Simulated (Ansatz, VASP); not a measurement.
## Two plane-wave programs on BeTe

File INCAR:

```
  PREC = Accurate
  ENCUT = 520
  EDIFF = 1E-6
  ISMEAR = 0
  SIGMA = 0.01
  LREAL = False
  LASPH = True
  NELM = 150
  ALGO = Normal
  ISIF = 2
  LWAVE = False
  LCHARG = False
  MAGMOM = 0 0 0 0 0 0 0 0 0 0 0 0
  LORBIT = 11
  LSORBIT = True
  GGA_COMPAT = False
  LORBMOM = True
  GGA = PE
  NBANDS = 30
```

File KPOINTS:

```
regular mesh
0
Gamma
  6 6 2
```

POSCAR

```
BeTe
1.0
    4.0308527370      0.0000000000      0.0000000000
   -2.0154263685      3.4908208692      0.0000000000
    0.0000000000      0.0000000000      8.1440451829
Be Te
2 2
Direct
    0.3333333333      0.6666666667      0.2500000000
    0.6666666667      0.3333333333      0.7500000000
    0.6666666667      0.3333333333      0.2500000000
    0.3333333333      0.6666666667      0.7500000000
```

Input for Ansatz:

```yaml
crystal:
  lattice:
    - [4.030852737, 0.0, 0.0]
    - [-2.0154263685, 3.4908208692, 0.0]
    - [0.0, 0.0, 8.1440451829]
  atoms:
    - { symbol: Be, position: [0.3333333333, 0.6666666667, 0.25] }
    - { symbol: Be, position: [0.6666666667, 0.3333333333, 0.75] }
    - { symbol: Te, position: [0.6666666667, 0.3333333333, 0.25] }
    - { symbol: Te, position: [0.3333333333, 0.6666666667, 0.75] }
kpoints:
  mp_grid: { grid: [6, 6, 2] }
hamiltonian:
  xc: pbe
scf:
  occupations: { method: fixed }
  n_extra_bands: 32
magnetization:
  noncollinear: true
  spin_orbit: true
output:
  optics: { e_range: [0, 15], de: 0.05, sigma: 0.1, bands: scf }
```

Alike in both runs: task single point; functional PBE; k mesh 6 × 6 × 2; non-collinear spin, spin-orbit coupling.

|  | VASP | Ansatz |
| --- | --- | --- |
| version | VASP 6.6.1 | Ansatz 0.2.0 |
| potentials or method | VASP PAW PBE potentials, release 64 (Be, Te) | plane waves, PAW |
| plane-wave cutoff (eV) | 520 | 420 |
| occupations | gaussian, width 0.01 eV | fixed |
| valence electrons in the cell | 16 | 36 |

```csv
,VASP,Ansatz,Ansatz less VASP
net moment per atom (μB),0.00,0.00,0.000
```

VASP's potentials hold 16 valence electrons a cell and Ansatz's 36, so a difference there can come from the potentials and not from the codes. Ansatz's warnings: optics gap not shown off mesh.

The k mesh is coarse, so the values compare programs but aren't converged.
